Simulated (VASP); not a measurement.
KF (Carobbiite):

```
K F
1.0
     0.00000    2.67185    2.67185
     2.67185    0.00000    2.67185
     2.67185    2.67185    0.00000
K F
1 1
Cartesian
  0.0000 0.0000 0.0000
  2.6719 2.6719 2.6719
```

Base run:

```yaml
Program: VASP 6.6.1
Functional: PBEsol
Potentials_or_basis: VASP PAW PBE potentials, release 64 (K_sv, F)
Cutoff: 520 eV
k_mesh: 6 × 6 × 6
Occupations: gaussian, width 0.01 eV
Spin: no spin polarisation
```

Its results: band gap on the k mesh 6.03 eV, direct; pressure -0.6 GPa.

Q: The run is repeated on the same cell with these changes: functional from PBEsol to RPBE; further incar settings from ALGO = Normal; EDIFF = 1e-06; NBANDS = 15 to ALGO = Normal; EDIFF = 1e-07; NBANDS = 15. What comes out?

A: Band gap on the k mesh 6.50 eV, direct; pressure 4.1 GPa.

Caveats: the PAW data sets were made with another functional, which shifts forces and pressure a little.

